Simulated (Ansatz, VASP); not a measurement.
# ScBSbP3 in VASP and in Ansatz

```
CELL_PARAMETERS angstrom
4.68252 0.00000 0.00000
0.00000 4.68252 0.00000
0.00000 0.00000 5.21161
ATOMIC_POSITIONS crystal
Sc 0.00000 0.00000 0.50000
B 0.50000 0.50000 0.00000
Sb 0.00000 0.00000 0.00000
P 0.50000 0.00000 0.50000
P 0.00000 0.50000 0.50000
P 0.50000 0.50000 0.50000
```

Alike in both runs: task single point; functional PBE; k mesh 4 × 4 × 4; occupations gaussian, width 0.1 eV; no spin polarisation.

|  | VASP | Ansatz |
| --- | --- | --- |
| version | VASP 6.6.1 | Ansatz 0.2.0 |
| potentials or method | VASP PAW PBE potentials, release 64 (Sc_sv, B, Sb, P), cutoff 520 eV | scalar-relativistic, plane waves, PAW |
| valence electrons in the cell | 34 | 44 |

Ansatz gave:

* gap on the k mesh at the Fermi level (eV): none
* pressure (GPa): 11.9
* traceless stress, the component that is largest in VASP (GPa): -4.24

Question: Which values does VASP return?

Answer: gap on the k mesh at the Fermi level (eV): none; pressure (GPa): 11.9; traceless stress, the component that is largest in VASP (GPa): -4.35.

A gap of «none» marks a metal or a gap that the smearing closes. VASP's potentials hold 34 valence electrons a cell and Ansatz's 44, so a difference there can come from the potentials and not from the codes.

Spin-orbit coupling is off throughout.
